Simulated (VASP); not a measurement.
Wanted: the native input for a VASP 6.6.1 run.

```yaml
Task: single point
Functional: PBEsol
Potentials_or_basis: VASP PAW PBE potentials, release 64 (Sb)
Cutoff: 520 eV
k_mesh: 9 × 9 × 9
Occupations: fermi-dirac, width 0.05 eV
Spin: no spin polarisation
Dipole_correction: no
k_mesh_for_the_DOS: 14 × 14 × 14
Occupations_for_the_DOS: tetrahedron
Further_INCAR_settings: ALGO = Normal; EDIFF = 1e-06
```

Sb:

```
Sb
1.0
     2.15060    1.24165    3.74400
    -2.15060    1.24165    3.74400
     0.00000   -2.48330    3.74400
Sb
2
Direct
  0.23364 0.23364 0.23364
  0.76636 0.76636 0.76636
```

The input as run:

POSCAR

```
Sb
1.0
    2.1506003320      1.2416496806      3.7440000000
   -2.1506003320      1.2416496806      3.7440000000
    0.0000000000     -2.4832993611      3.7440000000
Sb
2
Direct
    0.2336400000      0.2336400000      0.2336400000
    0.7663600000      0.7663600000      0.7663600000
```

INCAR.step1

```
PREC     = Accurate       # precision mode
ENCUT    = 520            # plane-wave cutoff, eV
EDIFF    = 1E-6           # SCF threshold, eV
ISMEAR   = -1             # smearing method
SIGMA    = 0.05           # smearing width, eV
LREAL    = False          # projectors in reciprocal space
LASPH    = True           # aspherical terms in the spheres
NELM     = 100            # most SCF steps
ALGO     = Normal         # electronic algorithm
ISIF     = 2              # what is computed and relaxed
LWAVE    = False          # write WAVECAR
LCHARG   = True           # write CHGCAR
GGA      = PS             # functional
NBANDS   = 12             # bands
```

KPOINTS.step1

```
Automatic mesh
0
Gamma
  9 9 9
```

INCAR.step2

```
PREC     = Accurate       # precision mode
ENCUT    = 520            # plane-wave cutoff, eV
EDIFF    = 1E-6           # SCF threshold, eV
ISMEAR   = -5             # smearing method
SIGMA    = 0.05           # smearing width, eV
LREAL    = False          # projectors in reciprocal space
LASPH    = True           # aspherical terms in the spheres
NELM     = 100            # most SCF steps
ALGO     = Normal         # electronic algorithm
ISIF     = 2              # what is computed and relaxed
LWAVE    = False          # write WAVECAR
LCHARG   = False          # write CHGCAR
GGA      = PS             # functional
LORBIT   = 11             # projections on sites
NEDOS    = 1001           # points of the DOS
ICHARG   = 11             # starting density
```

KPOINTS.step2

```
Automatic mesh
0
Gamma
  14 14 14
```

Potentials or basis: VASP PAW PBE potentials, release 64 (Sb).

Launch:

```bash
$ cat potpaw_PBE.64/Sb/POTCAR > POTCAR
$ cp INCAR.step1 INCAR
$ cp KPOINTS.step1 KPOINTS
$ mpirun -np 1 vasp_std > vasp.out
$ cp INCAR.step2 INCAR
$ cp KPOINTS.step2 KPOINTS
$ mpirun -np 1 vasp_std > vasp.out
```

Results of the run:

```yaml
Valence_electrons_inside_the_program's_atomic_spheres: Sb 2.40
```

Wall time 4.1 min on 1 thread of Intel Xeon 8259CL (shared host), peak memory 0.3 GiB.
